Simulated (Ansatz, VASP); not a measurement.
**Two plane-wave programs on C**

```
C
1.0
     5.47413    0.00000    0.00000
     0.00000    5.47413    0.00000
     0.00000    0.00000    3.86802
C
12
Direct
  0.00000 0.62336 0.50000
  0.00000 0.37664 0.50000
  0.37664 0.00000 0.50000
  0.62336 0.00000 0.50000
  0.20733 0.00000 0.20143
  0.79267 0.00000 0.20143
  0.00000 0.20733 0.20143
  0.00000 0.79267 0.20143
  0.79267 0.00000 0.79857
  0.20733 0.00000 0.79857
  0.00000 0.79267 0.79857
  0.00000 0.20733 0.79857
```

Alike in both runs: functional PBE; k mesh 6 × 6 × 8; occupations gaussian, width 0.02 eV; no spin polarisation.

Ansatz relaxed the structure, and its values are those at the end. VASP's run is a single point on that final structure, the one shown.

|  | VASP | Ansatz |
| --- | --- | --- |
| version | VASP 6.6.1 | Ansatz 0.2.0 |
| potentials or method | VASP PAW PBE potentials, release 64 (C), cutoff 520 eV | scalar-relativistic, plane waves, PAW |
| valence electrons in the cell | 48 | 48 |

|  | VASP | Ansatz | Ansatz less VASP |
| --- | --- | --- | --- |
| gap on the k mesh at the Fermi level (eV) | 0.76 | 0.77 | +0.004 |
| least direct gap on the mesh (eV) | 2.30 | 2.30 | +0.002 |
| pressure (GPa) | 0.3 | 0.0 | -0.33 |
| rms of the force components (eV/Å) | 0.014 | 0.004 | -0.0099 |
